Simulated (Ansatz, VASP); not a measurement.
# Two plane-wave programs on CeO2

```
Ce O
1.0
     0.00000    2.75022    2.75022
     2.75022    0.00000    2.75022
     2.75022    2.75022    0.00000
Ce O
1 2
Direct
  0.00000 0.00000 0.00000
  0.25000 0.25000 0.25000
  0.75000 0.75000 0.75000
```

Alike in both runs: task single point; functional PBE; k mesh 12 × 12 × 12; occupations gaussian, width 0.05 eV; no spin polarisation.

|  | VASP | Ansatz |
| --- | --- | --- |
| version | VASP 6.6.1 | Ansatz 0.2.0 |
| potentials or method | VASP PAW PBE potentials, release 64 (Ce, O), cutoff 520 eV | scalar-relativistic, plane waves, PAW |
| valence electrons in the cell | 24 | 24 |

|  | VASP | Ansatz | Ansatz less VASP |
| --- | --- | --- | --- |
| gap on the k mesh at the Fermi level (eV) | 1.81 | 1.84 | +0.031 |
| least direct gap on the mesh (eV) | 1.90 | 1.94 | +0.032 |
| pressure (GPa) | -3.3 | -3.3 | +0.01 |

With one functional, cell and mesh, what is left measures potentials, basis and numerics.

Spin-orbit coupling is off throughout.
